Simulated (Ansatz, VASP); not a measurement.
Given: the input of a run of VASP 6.6.1 on CdS.

POSCAR

```
CdS
1.0
    4.2325702724      0.0000000000      0.0000000000
   -2.1162851362      3.6655133792      0.0000000000
    0.0000000000      0.0000000000      5.7652175854
Cd S
1 1
Direct
    0.0000000000      0.0000000000      0.4426919200
    0.6666666667      0.3333333333      0.4343080800
```

Contents of INCAR.step1:

```
SYSTEM = CdS
ALGO = Normal
EDIFF = 1E-5
ENCUT = 520
GGA = PE
ISIF = 2
ISMEAR = -1
LASPH = .True.
LCHARG = .False.
LREAL = .False.
LWAVE = .True.
NBANDS = 16
NELM = 80
PREC = Accurate
SIGMA = 0.05
```

Contents of INCAR.step2:

```
SYSTEM = CdS
ALGO = Normal
EDIFF = 1E-6
ENCUT = 520
GGA = PE
HFSCREEN = 0.2079
ISIF = 2
ISMEAR = -1
ISTART = 1
LASPH = .True.
LCHARG = .False.
LHFCALC = .True.
LREAL = .False.
LWAVE = .False.
NBANDS = 16
NELM = 80
PREC = Accurate
PRECFOCK = Normal
SIGMA = 0.05
```

File KPOINTS:

```
k-points
0
Gamma
  4 4 4
  0 0 0
```

Potentials or basis: VASP PAW PBE potentials, release 64 (Cd, S).

The run is started by

```console
$ cat potpaw_PBE.64/Cd/POTCAR potpaw_PBE.64/S/POTCAR > POTCAR
$ cp INCAR.step1 INCAR
$ mpirun -np 1 vasp_std > vasp.out
$ cp INCAR.step2 INCAR
$ mpirun -np 1 vasp_std > vasp.out
```

Q: Set up the same calculation for Ansatz 0.2.0. Potentials there: Ansatz PAW.

A: As run (the cutoff follows the program's own potentials):

Contents of input:

```
crystal:
  lattice:
    - [4.2325702724, 0.0, 0.0]
    - [-2.1162851362, 3.6655133792, 0.0]
    - [0.0, 0.0, 5.7652175854]
  atoms:
    - { symbol: Cd, position: [0.0, 0.0, 0.44269192] }
    - { symbol: S, position: [0.6666666667, 0.3333333333, 0.43430808] }
hamiltonian:
  xc: hse06
  pseudopotentials: { kind: paw }
kpoints:
  mp_grid: { grid: [4, 4, 4] }
scf:
  occupations: { method: fermi_dirac, width: 0.05 }
output:
  forces: true
  stress: true
  eigenvalues: true
```

Both were run:

|  | VASP | Ansatz | Ansatz less VASP |
| --- | --- | --- | --- |
| gap on the k mesh at the Fermi level (eV) | 2.53 | 2.53 | -0.004 |
| least direct gap on the mesh (eV) | 2.54 | 2.53 | -0.004 |
| pressure (GPa) | 0.0 | -0.1 | -0.18 |
| traceless stress, the component that is largest in VASP (GPa) | -0.02 | 0.15 | +0.170 |
| rms of the force components (eV/Å) | 0.005 | 0.007 | +0.0017 |

Atom by atom the forces differ by 0.002 eV/Å (rms over components). VASP's potentials hold 18 valence electrons a cell and Ansatz's 26, so a difference there can come from the potentials and not from the codes.

The k mesh is coarse, so the values compare programs but aren't converged.
